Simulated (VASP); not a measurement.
Write the native input for VASP 6.6.1 that does the following.

| Quantity | Value |
| --- | --- |
| Task | single point |
| Functional | r2SCAN |
| Potentials or basis | VASP PAW PBE potentials, release 64 (Y_sv) |
| Cutoff | 520 eV |
| k mesh | 8 × 8 × 8 |
| Occupations | fermi-dirac, width 0.1 eV |
| Spin | no spin polarisation |
| Dipole correction | no |
| Further INCAR settings | ALGO = Normal; EDIFF = 1e-07; NBANDS = 12 |

Y:

```xyz
1
Lattice="3.2442 0.0000 0.0000 0.0000 3.2442 0.0000 0.0000 0.0000 3.2442" Properties=species:S:1:pos:R:3 pbc="T T T"
Y     0.0000    0.0000    0.0000
```

The input as run:

POSCAR

```
Y
1.0
    3.2441754962      0.0000000000      0.0000000000
    0.0000000000      3.2441754962      0.0000000000
    0.0000000000      0.0000000000      3.2441754962
Y
1
Direct
    0.0000000000      0.0000000000      0.0000000000
```

INCAR.step1

```
PREC = Accurate ; ENCUT = 520
ISMEAR = -1 ; SIGMA = 0.1
LREAL = False ; LASPH = True
NELM = 100 ; NBANDS = 12
GGA = PE ; ALGO = Normal
EDIFF = 1E-4 ; LWAVE = True
LCHARG = False
```

INCAR.step2

```
PREC = Accurate ; ENCUT = 520
EDIFF = 1E-7 ; ISMEAR = -1
SIGMA = 0.1 ; LREAL = False
LASPH = True ; NELM = 100
ALGO = Normal ; ISIF = 2
LWAVE = False ; LCHARG = True
METAGGA = R2SCAN ; LMIXTAU = True
LELF = True ; LVHAR = True
NBANDS = 12 ; ISTART = 1
```

KPOINTS

```
Automatic mesh
0
Gamma
  8 8 8
```

Potentials or basis: VASP PAW PBE potentials, release 64 (Y_sv).

Command:

```console
$ cat potpaw_PBE.64/Y_sv/POTCAR > POTCAR
$ cp INCAR.step1 INCAR
$ mpirun -np 1 vasp_std > vasp.out
$ cp INCAR.step2 INCAR
$ mpirun -np 1 vasp_std > vasp.out
```

It gave:

| Quantity | Value |
| --- | --- |
| Pressure | 0.3 GPa |

Caveat: the PAW data sets were made with another functional, which shifts forces and pressure a little.

Run time: 41 s on 1 thread of Intel(R) Xeon(R) Platinum 8259CL CPU @ 2.50GHz (Skylake/Cascade Lake) (shared host), peak memory 0.16 GiB.
